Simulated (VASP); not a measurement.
H, 4 atoms in the cell. The structure is hexagonal, space group P6_3/mmc (No. 194). The conventional cell has a = 3.871 Å, b = 3.871 Å, c = 5.077 Å, α = 90.00°, β = 90.00°, γ = 120.00°. H (site symmetry 3m) has 1 H at 0.75 Å within 1.0 Å. 

```yaml
Program: VASP 6.6.1
Task: single point
Functional: PBE
Potentials_or_basis: VASP PAW PBE potentials, release 64 (H)
Cutoff: 520 eV
k_mesh: 9 × 9 × 6
Occupations: gaussian, width 0.02 eV
Spin: no spin polarisation
Dipole_correction: no
Further_INCAR_settings: ALGO = Normal; EDIFF = 1e-07; NBANDS = 10
```

Potentials or basis: VASP PAW PBE potentials, release 64 (H).

Run with:

```sh
$ cat potpaw_PBE.64/H/POTCAR > POTCAR
$ mpirun -np 1 vasp_std > vasp.out
```

Hardware: 1 thread of AMD EPYC 7R13 (shared host).

How long does it take, and how much memory?

It took 50 s on 1 thread of AMD EPYC 7R13 (shared host), peak memory 0.15 GiB. Counts: scf iterations 13, k points 48.
